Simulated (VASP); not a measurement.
Write the native input for VASP 6.6.1 that does the following.

```
Task                   : relaxation of cell and atoms
Functional             : PBE
Potentials or basis    : VASP PAW PBE potentials, release 64 (Zr_sv, Al, N)
Cutoff                 : 600 eV
k mesh                 : 12 × 12 × 12
Occupations            : gaussian, width 0.1 eV
Spin                   : no spin polarisation
Dipole correction      : no
Further INCAR settings : ALGO = Normal; EDIFF = 1e-06; IBRION = 2; EDIFFG = -0.01; NSW = 100; ISIF = 3
```

The structure of Zr3AlN4 lies in POSCAR:

```
Zr3AlN4
1.0
   -2.2644209059      2.2644209059      4.4766909560
    2.2644209059     -2.2644209059      4.4766909560
    2.2644209059      2.2644209059     -4.4766909560
Zr Al N
3 1 4
Direct
    0.7500000000      0.2500000000      0.5000000000
    0.5000000000      0.5000000000      0.0000000000
    0.2500000000      0.7500000000      0.5000000000
    0.0000000000      0.0000000000      0.0000000000
    0.5000000000      0.0000000000      0.5000000000
    0.2252900728      0.2252900728      0.0000000000
    0.0000000000      0.5000000000      0.5000000000
    0.7747099272      0.7747099272      0.0000000000
```

These files were run (other wordings do the same):

INCAR

```
SYSTEM = Zr3AlN4
PREC = Accurate
ENCUT = 600
EDIFF = 1E-6
ISMEAR = 0
SIGMA = 0.1
LREAL = .FALSE.
LASPH = .TRUE.
NELM = 60
ALGO = Normal
ISIF = 3
LWAVE = .FALSE.
LCHARG = .FALSE.
GGA = PE
IBRION = 2
NSW = 100
EDIFFG = -0.01
```

KPOINTS

```
regular mesh
0
G
  12 12 12
  0 0 0
```

Potentials or basis: VASP PAW PBE potentials, release 64 (Zr_sv, Al, N).

Run with:

```console
$ cat potpaw_PBE.64/Zr_sv/POTCAR potpaw_PBE.64/Al/POTCAR potpaw_PBE.64/N/POTCAR > POTCAR
$ mpirun -np 1 vasp_std > vasp.out
```

Results of the run:

```json
{
 "Relaxed volume": "11.46 Å³/atom",
 "Relaxed cell": "a = 5.502 Å, b = 5.502 Å, c = 5.502 Å, α = 131.42°, β = 131.42°, γ = 71.14°",
 "Space group after relaxing (to 0.1 Å)": "I4/mmm (No. 139)",
 "Energy gained by relaxing": "0.1 meV/atom",
 "Ionic steps": "8",
 "Pressure after relaxing": "0.0 GPa",
 "Band gap on the k mesh": "zero (an odd number of electrons rules out a gap without spin polarisation)"
}
```

Caveat: an odd number of electrons without spin polarisation forces a metal; a magnetic or distorted state may lie lower.

Wall time 26 min on 1 thread of Intel(R) Xeon(R) 6975P-C (Granite Rapids), on a shared host, peak memory 0.72 GiB.
